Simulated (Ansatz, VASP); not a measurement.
# LaHg in VASP and in Ansatz

```
La Hg
1.0
     3.89794    0.00000    0.00000
     0.00000    3.89794    0.00000
     0.00000    0.00000    3.89794
La Hg
1 1
Direct
  0.50000 0.50000 0.50000
  0.00000 0.00000 0.00000
```

Alike in both runs: task single point; functional PBEsol; k mesh 9 × 9 × 9; occupations fermi-dirac, width 0.05 eV; no spin polarisation.

```csv
,VASP,Ansatz
version,VASP 6.6.1,Ansatz 0.2.0
potentials or method,"VASP PAW PBE potentials, release 64 (La, Hg), cutoff 520 eV","all-electron LAPW, scalar-relativistic"
```

```csv
,VASP,Ansatz,Ansatz less VASP
pressure (GPa),-2.3,-2.3,+0.02
```

VASP's potentials were made for PBE, not for PBEsol. Ansatz ran all-electron here, and VASP with PAW potentials.

Spin-orbit coupling is off throughout.
